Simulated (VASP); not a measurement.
# Mo: single point with PBE

Crystal: Mo.

```xyz
1
Lattice="-1.5407 1.5407 1.5407 1.5407 -1.5407 1.5407 1.5407 1.5407 -1.5407" Properties=species:S:1:pos:R:3 pbc="T T T"
Mo    0.0000    0.0000    0.0000
```

This cell differs from its parent crystal: strain -0.025 along x and y, -0.025 along z.

```
Program             : VASP 6.6.1
Task                : single point
Functional          : PBE
Potentials or basis : VASP PAW PBE potentials, release 64 (Mo_sv)
Cutoff              : 520 eV
k mesh              : 26 × 26 × 26
Occupations         : gaussian, width 0.15 eV
Spin                : no spin polarisation
```

* Pressure: 23.9 GPa
* Band gap on the k mesh: zero (band 7 reaches 18.06 eV, above the bottom of band 8 at 12.19 eV)

Levels at points of the mesh, in eV from the Fermi level:
```csv
k point,band 4,band 5,band 6,band 7,band 8,band 9,band 10,band 11
"(0.00, 0.00, 0.00)",-34.40,-7.45,-1.50,-1.50,-1.50,1.78,1.78,14.92
"(0.50, 0.00, 0.00)",-34.42,-5.74,-3.74,1.85,1.90,2.53,5.22,12.08
"(0.50, 0.50, 0.50)",-35.58,-5.98,-5.98,4.37,4.37,4.37,9.60,9.60
```

It took 51 s on 1 thread of Intel(R) Xeon(R) Platinum 8559C (Emerald Rapids) (shared host), peak memory 0.19 GiB.

Caveat: the cell differs from its parent crystal (strain -0.025 along x and y, -0.025 along z).
